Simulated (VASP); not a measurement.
PbS (Galena), 2 atoms in the cell. It takes space group Fm-3m (No. 225, cubic). Conventional cell: a = 5.931 Å, b = 5.931 Å, c = 5.931 Å, α = 90.00°, β = 90.00°, γ = 90.00°. Pb (site symmetry m-3m) has 6 S at 2.97 Å within 3.9 Å. S (site symmetry m-3m) has 6 Pb at 2.97 Å within 3.9 Å. 

```yaml
Program: VASP 6.6.1
Task: relaxation of cell and atoms
Functional: PBE
Dispersion: D3(BJ)
Potentials_or_basis: VASP PAW PBE potentials, release 64 (Pb_d, S)
Cutoff: 600 eV
k_mesh: 8 × 8 × 8
Occupations: fermi-dirac, width 0.05 eV
Spin: no spin polarisation
Dipole_correction: no
Further_INCAR_settings: ALGO = Normal; EDIFF = 1e-06; IBRION = 2; EDIFFG = -0.02; NSW = 80; ISIF = 3
```

Potentials or basis: VASP PAW PBE potentials, release 64 (Pb_d, S).

Launch:

```console
$ cat potpaw_PBE.64/Pb_d/POTCAR potpaw_PBE.64/S/POTCAR > POTCAR
$ mpirun -np 1 vasp_std > vasp.out
```

Hardware: 1 thread of Intel(R) Xeon(R) Platinum 8488C (Sapphire Rapids), with other jobs on the host.

Task: Estimate the wall time of this run.

Result: It took 20 s on 1 thread of Intel(R) Xeon(R) Platinum 8488C (Sapphire Rapids), on a shared host, peak memory 0.22 GiB. Counts: scf iterations 12, k points 29, ion steps 1.
